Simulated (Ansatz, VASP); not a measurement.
## MgO: VASP beside Ansatz

```
CELL_PARAMETERS angstrom
2.13515 -2.13515 0.00000
2.13515 0.00000 -2.13515
11.03161 7.47302 7.11717
ATOMIC_POSITIONS crystal
Mg 0.64583 0.63889 0.04167
Mg 0.56250 0.41667 0.87500
Mg 0.22917 0.19444 0.20833
Mg 0.39583 0.30556 0.54167
Mg 0.81250 0.75000 0.37500
Mg 0.97917 0.86111 0.70833
O 0.52083 0.47222 0.29167
O 0.93750 0.91667 0.12500
O 0.10417 0.02778 0.45833
O 0.27083 0.13889 0.79167
O 0.68750 0.58333 0.62500
O 0.85417 0.69444 0.95833
```

Alike in both runs: task single point; functional PBEsol; k mesh 9 × 9 × 2; occupations gaussian, width 0.05 eV; no spin polarisation.

|  | VASP | Ansatz |
| --- | --- | --- |
| version | VASP 6.6.1 | Ansatz 0.2.0 |
| potentials or method | VASP PAW PBE potentials, release 64 (Mg, O), cutoff 520 eV | scalar-relativistic, plane waves, PAW |
| valence electrons in the cell | 48 | 96 |

|  | VASP | Ansatz | Ansatz less VASP |
| --- | --- | --- | --- |
| gap on the k mesh at the Fermi level (eV) | 3.59 | 3.56 | -0.026 |
| least direct gap on the mesh (eV) | 3.59 | 3.56 | -0.026 |
| pressure (GPa) | 16.1 | 15.3 | -0.79 |
| traceless stress, the component that is largest in VASP (GPa) | 27.35 | 25.71 | -1.638 |
| rms of the force components (eV/Å) | 8.321 | 7.827 | -0.4936 |

VASP's potentials were made for PBE, not for PBEsol. Atom by atom the forces differ by 0.494 eV/Å (rms over components). VASP's potentials hold 48 valence electrons a cell and Ansatz's 96, so a difference there can come from the potentials and not from the codes.
